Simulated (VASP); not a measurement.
A run of VASP 6.6.1:

The input INCAR:

```
SYSTEM = SiSn2
PREC = Accurate ; ENCUT = 520
EDIFF = 1E-6 ; ISMEAR = 0
SIGMA = 0.1 ; LREAL = .FALSE.
LASPH = .TRUE. ; NELM = 100
ALGO = Fast ; ISIF = 2
LWAVE = .FALSE. ; LCHARG = .TRUE.
GGA = PE ; LELF = .TRUE.
LVHAR = .TRUE. ; NBANDS = 41
```

Contents of KPOINTS:

```
regular mesh
0
G
  10 6 8
  0 0 0
```

Contents of POSCAR:

```
SiSn2
1.0
    4.2972879328      0.0000000000     -0.0065051217
    0.0000000000      6.4854796082      0.0000000000
   -1.8913951352      0.0000000000      5.5352273890
Si Sn
2 4
Direct
    0.9937694305      0.8151847185      0.0036991961
    0.9937694305      0.1848152815      0.0036991961
    0.5791310626      0.0000000000      0.3547380355
    0.7533677607      0.5000000000      0.2336400465
    0.3393775906      0.2706835180      0.7026553425
    0.3393775906      0.7293164820      0.7026553425
```

Potentials or basis: VASP PAW PBE potentials, release 64 (Si, Sn_d).

Command:

```console
$ cat potpaw_PBE.64/Si/POTCAR potpaw_PBE.64/Sn_d/POTCAR > POTCAR
$ mpirun -np 1 vasp_std > vasp.out
```

Hardware: 1 thread of Intel Xeon 8259CL, with other jobs on the host.

Estimate the wall time of this run.

Run time: 26 min on 1 thread of Intel Xeon 8259CL, on a shared host, peak memory 0.83 GiB. Counts: scf iterations 14, k points 168.
